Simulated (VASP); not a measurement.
# CoSi2 in VASP: relaxation of the atoms with PBEsol

Aim: the relaxation of the atoms of CoSi2 with PBEsol.

All numbers are computed with VASP 6.6.1; they aren't measurements. Logs are shortened: lines on timing, memory, paths and dates and some standing lists are left out, and cuts for length are marked.

## (1) The cell of the first run

The cell holds a slab with vacuum, 12 atoms: a = 3.757 Å, b = 3.757 Å, c = 25.735 Å, α = 90.00°, β = 90.00°, γ = 120.00°.

## (2) Relaxation of the atoms, PBEsol

Input file INCAR:

```
PREC = Accurate
ENCUT = 520
EDIFF = 1E-6
ISMEAR = 0
SIGMA = 0.1
LREAL = F
LASPH = T
NELM = 60
ALGO = Fast
ISIF = 2
LWAVE = F
LCHARG = F
LDIPOL = T
IDIPOL = 3
DIPOL = 0.5 0.5 0.500
GGA = PS
IBRION = 2
NSW = 80
EDIFFG = -0.02
```

Input file KPOINTS:

```
Automatic mesh
0
Gamma
  9 9 1
```

Input file POSCAR:

```
CoSi2
1.0
    3.7565103795      0.0000000000      0.0000000000
   -1.8782551897      3.2532334182      0.0000000000
    0.0000000000      0.0000000000     25.7351225838
Si Co
8 4
Direct
    0.0000000000      0.0000000000      0.2914305139
    0.3333333333      0.6666666667      0.3510217956
    0.6666666667      0.3333333333      0.4106130774
    0.0000000000      0.0000000000      0.4702043591
    0.3333333333      0.6666666667      0.5297956409
    0.6666666667      0.3333333333      0.5893869226
    0.0000000000      0.0000000000      0.6489782044
    0.3333333333      0.6666666667      0.7085694861
    0.6666666667      0.3333333333      0.3212261548
    0.3333333333      0.6666666667      0.4404087183
    0.0000000000      0.0000000000      0.5595912817
    0.6666666667      0.3333333333      0.6787738452
```

Potentials or basis: VASP PAW PBE potentials, release 64 (Si, Co).

Run with:

```
$ cat potpaw_PBE.64/Si/POTCAR potpaw_PBE.64/Co/POTCAR > POTCAR
$ mpirun -np 1 vasp_std > vasp.out
```

OUTCAR:

```text
PREC = Accurate
   ENCUT = 520
   EDIFF = 1E-6
   ISMEAR = 0
   LREAL = F
   LASPH = T
   NELM = 60
   ISIF = 2
   GGA = PS
   IBRION = 2
   NSW = 80
   EDIFFG = -0.02

 ion  position               nearest neighbor table
   1  0.000  0.000  0.291-   9 2.30   9 2.30   9 2.30   2 2.66   2 2.66   2 2.66
   2  0.333  0.667  0.351-   9 2.30   9 2.30   9 2.30  10 2.30   1 2.66   1 2.66   1 2.66   3 2.66
                             3 2.66   3 2.66
   3  0.667  0.333  0.411-   9 2.30  10 2.30  10 2.30  10 2.30   4 2.66   4 2.66   4 2.66   2 2.66
                             2 2.66   2 2.66
   4  0.000  0.000  0.470-  10 2.30  10 2.30  10 2.30  11 2.30   3 2.66   3 2.66   3 2.66   5 2.66
                             5 2.66   5 2.66
   5  0.333  0.667  0.530-  11 2.30  11 2.30  11 2.30  10 2.30   6 2.66   6 2.66   6 2.66   4 2.66
                             4 2.66   4 2.66
   6  0.667  0.333  0.589-  12 2.30  11 2.30  11 2.30  11 2.30   5 2.66   5 2.66   5 2.66   7 2.66
                             7 2.66   7 2.66
   7  0.000  0.000  0.649-  12 2.30  12 2.30  12 2.30  11 2.30   8 2.66   8 2.66   8 2.66   6 2.66
                             6 2.66   6 2.66
   8  0.333  0.667  0.709-  12 2.30  12 2.30  12 2.30   7 2.66   7 2.66   7 2.66
   9  0.667  0.333  0.321-   2 2.30   2 2.30   3 2.30   2 2.30   1 2.30   1 2.30   1 2.30
  10  0.333  0.667  0.440-   4 2.30   4 2.30   4 2.30   5 2.30   3 2.30   3 2.30   3 2.30   2 2.30

  11  0.000  0.000  0.560-   5 2.30   5 2.30   5 2.30   4 2.30   6 2.30   6 2.30   6 2.30   7 2.30

  12  0.667  0.333  0.679-   7 2.30   7 2.30   7 2.30   6 2.30   8 2.30   8 2.30   8 2.30

  LATTYP: Found a hexagonal cell.
 ALAT       =     3.7565103795
 C/A-ratio  =     6.8508056637

  Lattice vectors:

 A1 = (   3.7565103795,   0.0000000000,   0.0000000000)
 A2 = (  -1.8782551897,   3.2532334182,   0.0000000000)
 A3 = (   0.0000000000,   0.0000000000,  25.7351225838)

Analysis of symmetry for initial positions (statically):
=====================================================================
 Subroutine PRICEL returns:
 Original cell was already a primitive cell.

 Routine SETGRP: Setting up the symmetry group for a
 hexagonal supercell.

 Subroutine GETGRP returns: Found 12 space group operations
 (whereof  6 operations were pure point group operations)
 out of a pool of 24 trial point group operations.

The static configuration has the point symmetry C_3v.
 The point group associated with its full space group is D_3d.

Analysis of symmetry for dynamics (positions and initial velocities):
=====================================================================
 Subroutine PRICEL returns:
 Original cell was already a primitive cell.

 Routine SETGRP: Setting up the symmetry group for a
 hexagonal supercell.

 Subroutine GETGRP returns: Found 12 space group operations
 (whereof  6 operations were pure point group operations)
 out of a pool of 24 trial point group operations.

The dynamic configuration has the point symmetry C_3v.
 The point group associated with its full space group is D_3d.

 Subroutine INISYM returns: Found 12 space group operations
 (whereof  6 operations are pure point group operations),
 and found     1 'primitive' translations

----------------------------------------------------------------------------------------

                                     Primitive cell

  volume of cell :     314.5039

  direct lattice vectors                    reciprocal lattice vectors
     3.756510379  0.000000000  0.000000000     0.266204509  0.153693245  0.000000000
    -1.878255190  3.253233418  0.000000000     0.000000000  0.307386490  0.000000000
     0.000000000  0.000000000 25.735122584     0.000000000  0.000000000  0.038857402

  length of vectors
     3.756510379  3.756510379 25.735122584     0.307386490  0.307386490  0.038857402

  position of ions in fractional coordinates (direct lattice)
     0.000000000  0.000000000  0.291430514
     0.333333333  0.666666667  0.351021796
     0.666666667  0.333333333  0.410613077
     0.000000000  0.000000000  0.470204359
     0.333333333  0.666666667  0.529795641
     0.666666667  0.333333333  0.589386923
     0.000000000  0.000000000  0.648978204
     0.333333333  0.666666667  0.708569486
     0.666666667  0.333333333  0.321226155
     0.333333333  0.666666667  0.440408718
     0.000000000  0.000000000  0.559591282
     0.666666667  0.333333333  0.678773845

  ion indices of the primitive-cell ions
   primitive index   ion index
                 1           1
                 2           2
                 3           3
                 4           4
                 5           5
                 6           6
                 7           7
                 8           8
                 9           9
                10          10
                11          11
                12          12

----------------------------------------------------------------------------------------

 KPOINTS: Automatic mesh

Automatic generation of k-mesh.
 Grid dimensions read from file:
 generate k-points for:    9    9    1

 Generating k-lattice:

  Cartesian coordinates                     Fractional coordinates (reciprocal lattice)
     0.029578279  0.017077027  0.000000000     0.111111111  0.000000000  0.000000000
     0.000000000  0.034154054  0.000000000     0.000000000  0.111111111  0.000000000
     0.000000000  0.000000000  0.038857402     0.000000000  0.000000000  1.000000000

  Length of vectors
     0.034154054  0.034154054  0.038857402

  Shift w.r.t. Gamma in fractional coordinates (k-lattice)
     0.000000000  0.000000000  0.000000000

 Subroutine IBZKPT returns following result:
 ===========================================

 Found     12 irreducible k-points:

 Following reciprocal coordinates:
            Coordinates               Weight
  0.000000  0.000000  0.000000      1.000000
  0.111111 -0.000000  0.000000      6.000000
  0.222222  0.000000  0.000000      6.000000
  0.333333  0.000000  0.000000      6.000000
  0.444444  0.000000  0.000000      6.000000
  0.111111  0.111111  0.000000      6.000000
  0.222222  0.111111  0.000000     12.000000
  0.333333  0.111111  0.000000     12.000000
  0.444444  0.111111  0.000000      6.000000
  0.222222  0.222222  0.000000      6.000000
  0.333333  0.222222  0.000000     12.000000
  0.333333  0.333333  0.000000      2.000000
   k-points           NKPTS =     12   k-points in BZ     NKDIM =     12   number of bands    NBANDS=     41
   number of dos      NEDOS =    301   number of ions     NIONS =     12
   total plane-waves  NPLWV = 150528
   dimension x,y,z NGX =    28 NGY =   28 NGZ =  192
   dimension x,y,z NGXF=    56 NGYF=   56 NGZF=  384
   ions per type =               8   4
   NGX,Y,Z   is equivalent  to a cutoff of  12.39, 12.39, 12.40 a.u.
   NGXF,Y,Z  is equivalent  to a cutoff of  24.78, 24.78, 24.81 a.u.
 SYSTEM =  unknown system
   PREC   = accura    normal or accurate (medium, high low for compatibility)
   ISTART =      0    job   : 0-new  1-cont  2-samecut
   ICHARG =      2    charge: 1-file 2-atom 10-const
   ISPIN  =      1    spin polarized calculation?
   LNONCOLLINEAR =      F non collinear calculations
   LSORBIT =      F    spin-orbit coupling
   LASPH  =      T    aspherical Exc in radial PAW
   ENCUT  =  520.0 eV  38.22 Ry    6.18 a.u.   6.98  6.98 47.85*2*pi/ulx,y,z
   NELM   =     60;   NELMIN=  2; NELMDL= -5     # of ELM steps
   EDIFF  = 0.1E-05   stopping-criterion for ELM
   LREAL  =      F    real-space projection
   EDIFFG = -.2E-01   stopping-criterion for IOM
   NSW    =     80    number of steps for IOM
   IBRION =      2    ionic relax: 0-MD 1-quasi-New 2-CG
   NFREE  =      1    steps in history (QN), initial steepest desc. (CG)
   ISIF   =      2    stress and relaxation
   ISYM   =      2    0-nonsym 1-usesym 2-fastsym
   POTIM  = 0.5000    time-step for ionic-motion
   TEBEG  =    0.0;   TEEND  =   0.0 temperature during run
   PSTRESS=    0.0 pullay stress
   NELECT =      68.0000    total number of electrons
   NUPDOWN=      -1.0000    fix difference up-down
   EMIN   =  10.00;   EMAX   =-10.00  energy-range for DOS
   EFERMI =   0.00;   METHOD = LEGACY
   ISMEAR =     0;   SIGMA  =   0.10  broadening in eV -4-tet -1-fermi 0-gaus
   EFERMI_NEDOS =   21; number of points for ismear=-14 and -15
   IALGO  =     68    algorithm
   IMIX   =      4    mixing-type and parameters
     AMIX     =   0.40;   BMIX     =  1.00
     AMIX_MAG =   1.60;   BMIX_MAG =  1.00
  volume/ion in A,a.u.               =      26.21       176.86
  Fermi-wavevector in a.u.,A,eV,Ry     =   0.982583  1.856812 13.136000  0.965469
  Thomas-Fermi vector in A             =   2.113676
   LORBIT       =      0    0 simple, 1 ext, 2 COOP (PROOUT), +10 PAW based schemes
   GGA     = PS    functional components
   LHFCALC =     F    Hartree Fock is set to
   AEXX    =    0.0000 exact exchange contribution
   IVDW    =     0    specifies the selected vdW correction
   LEPSILON=     F    determine dielectric tensor
   LRPA    =     F    only Hartree local field effects (RPA)
 conjugate gradient relaxation of ions
 non-spin polarized calculation
 RMM-DIIS sequential band-by-band and
 Gauss-broadening in eV      SIGMA  =   0.10
  energy-cutoff  :      520.00
  volume of cell :      314.50
 maximum number of plane-waves:      8513
 NGX is ok and might be reduce to    28
   NGX = 13   NGY = 13   NGZ = 95

--------------------------------------- Ionic step        1  -------------------------------------------

 number of electron      67.9999999 magnetization

 Free energy of the ion-electron system (eV)
  ---------------------------------------------------
  ext. energy  EPLUGINS =         0.00000000
  ---------------------------------------------------
  free energy    TOTEN  =       -81.21757760 eV

  energy without entropy =      -81.17903447  energy(sigma->0) =      -81.19830603

------------------------ aborting loop because EDIFF is reached ----------------------------------------

  FORCE on cell =-STRESS in cart. coord.  units (eV):
  Direction    XX          YY          ZZ          XY          YZ          ZX
  --------------------------------------------------------------------------------------
  -------------------------------------------------------------------------------------
  Total       -2.5923272     -2.5923272     -1.8313270     -0.0000000     -0.0000000     -0.0000000
  in kB      -13.2060929    -13.2060929     -9.3293291     -0.0000000     -0.0000000     -0.0000000
  external PRESSURE =     -11.9138383 kB  Pullay stress =       0.0000000 kB
[... 119 lines left out ...]
  FREE ENERGIE OF THE ION-ELECTRON SYSTEM (eV)
  ---------------------------------------------------
  free  energy   TOTEN  =       -81.2743957621 eV

  energy  without entropy=      -81.2364383093  energy(sigma->0) =      -81.25541704

[... ionic steps 4 to 13 ...]

--------------------------------------- Ionic step       14  -------------------------------------------

 number of electron      68.0000006 magnetization

------------------------ aborting loop because EDIFF is reached ----------------------------------------
[... 35 lines left out ...]
  FREE ENERGIE OF THE ION-ELECTRON SYSTEM (eV)
  ---------------------------------------------------
  free  energy   TOTEN  =       -81.2965908707 eV

  energy  without entropy=      -81.2618338429  energy(sigma->0) =      -81.27921236

 dipolmoment           0.000000      0.000000     -0.000000 electrons x Angstroem

--------------------------------------- Ionic step       15  -------------------------------------------

 number of electron      68.0000008 magnetization

------------------------ aborting loop because EDIFF is reached ----------------------------------------
[... 41 lines left out ...]
--------------------------------------- Ionic step       16  -------------------------------------------

 number of electron      68.0000008 magnetization

 dipolmoment           0.000000      0.000000      0.000000 electrons x Angstroem

 Free energy of the ion-electron system (eV)
  ---------------------------------------------------
  ext. energy  EPLUGINS =         0.00000000
  ---------------------------------------------------
  free energy    TOTEN  =       -81.29769273 eV

  energy without entropy =      -81.26346425  energy(sigma->0) =      -81.28057849

 E-fermi :   2.2622     XC(G=0):  -6.3724

 val. band max:        2.2421376306   @ k =   0.2222   0.0000   0.0000
 cond. band min:       2.2664398109   @ k =   0.3333   0.2222   0.0000
 fundamental gap:      0.0243021803
 Fermi energy:         2.2621537505

 k-point     1 :       0.0000    0.0000    0.0000
  band No.  band energies     occupation
      1     -10.8992      2.00000
      2     -10.3096      2.00000
      3      -9.2704      2.00000
      4      -8.0694      2.00000
      5      -5.9862      2.00000
      6      -4.3287      2.00000
[... 517 lines left out ...]
     40       5.2064      0.00000
     41       5.2064      0.00000

------------------------ aborting loop because EDIFF is reached ----------------------------------------

 vacuum level on the upper side and lower side of the slab       (xc-potential included)        -0.008        -0.008

  FORCE on cell =-STRESS in cart. coord.  units (eV):
  Direction    XX          YY          ZZ          XY          YZ          ZX
  --------------------------------------------------------------------------------------
  -------------------------------------------------------------------------------------
  Total        0.0862521      0.0862521     -0.0490214      0.0000000      0.0000000      0.0000000
  in kB        0.4393939      0.4393939     -0.2497299      0.0000000      0.0000000      0.0000000
  external PRESSURE =       0.2096860 kB  Pullay stress =       0.0000000 kB
[... 27 lines left out ...]
  FREE ENERGIE OF THE ION-ELECTRON SYSTEM (eV)
  ---------------------------------------------------
  free  energy   TOTEN  =       -81.2976927289 eV

  energy  without entropy=      -81.2634642508  energy(sigma->0) =      -81.28057849

 reached required accuracy - stopping structural energy minimisation

 vacuum level on the upper side and lower side of the slab         7.323         7.323
```

Wall time 60 min (1 thread of Oxide Virtual Turin-like, shared host); peak memory 0.46 GiB.

What came out:

```yaml
Free_energy: -81.2977 eV
Energy_gained_by_relaxing: 6.7 meV/atom
Ionic_steps: 16
Band_gap_on_the_k_mesh: zero (bands 34 and 35 overlap by 2.61 eV)
```

Forces on the atoms (eV/Å):
```
Si   0.000  0.000  0.000
Si   0.000  0.000  0.002
Si   0.000  0.000 -0.003
Si   0.000  0.000 -0.001
Si   0.000  0.000  0.001
Si   0.000  0.000  0.003
Si   0.000  0.000 -0.002
Si   0.000  0.000  0.000
Co   0.000  0.000  0.002
Co   0.000  0.000 -0.001
Co   0.000  0.000  0.001
Co   0.000  0.000 -0.002
```

Step by step:
| step | energy change (eV) | largest force (eV/Å) | pressure (GPa) |
| --- | --- | --- | --- |
| 1 | 0.0000 | 0.6525 | -1.19 |
| 2 | -0.0473 | 0.3599 | -1.08 |
| 3 | -0.0568 | 0.2438 | -0.99 |
| 4 | -0.0684 | 0.1394 | -0.80 |
| 5 | -0.0708 | 0.0717 | -0.69 |
| 6 | -0.0708 | 0.0766 | -0.64 |
| 7 | -0.0726 | 0.0704 | -0.59 |
| 8 | -0.0744 | 0.0904 | -0.48 |
| 9 | -0.0735 | 0.2027 | -0.19 |
| 10 | -0.0748 | 0.1288 | -0.39 |
| 11 | -0.0761 | 0.1166 | -0.35 |
| 12 | -0.0782 | 0.0873 | -0.23 |
| 13 | -0.0784 | 0.1184 | 0.06 |
| 14 | -0.0790 | 0.0682 | -0.06 |
| 15 | -0.0799 | 0.0274 | -0.01 |
| 16 | -0.0801 | 0.0026 | 0.02 |

Final structure:
```yaml
crystal:
  lattice:
    - [3.75651, 0.00000, 0.00000]
    - [-1.87826, 3.25323, 0.00000]
    - [0.00000, 0.00000, 25.73512]
  atoms:
    - { symbol: Si, position: [0.00000, 0.00000, 0.29645] }
    - { symbol: Si, position: [0.33333, 0.66667, 0.35138] }
    - { symbol: Si, position: [0.66667, 0.33333, 0.41073] }
    - { symbol: Si, position: [0.00000, 0.00000, 0.46948] }
    - { symbol: Si, position: [0.33333, 0.66667, 0.53052] }
    - { symbol: Si, position: [0.66667, 0.33333, 0.58927] }
    - { symbol: Si, position: [0.00000, 0.00000, 0.64862] }
    - { symbol: Si, position: [0.33333, 0.66667, 0.70355] }
    - { symbol: Co, position: [0.66667, 0.33333, 0.32219] }
    - { symbol: Co, position: [0.33333, 0.66667, 0.44115] }
    - { symbol: Co, position: [0.00000, 0.00000, 0.55885] }
    - { symbol: Co, position: [0.66667, 0.33333, 0.67781] }
```

Caveat: the PAW data sets were made with another functional, which shifts forces and pressure a little. Spin polarisation is off, so any magnetic state and its effect on volume and gap are missing.

The gap in the log of VASP goes by the Fermi energy; the results here count the filled bands.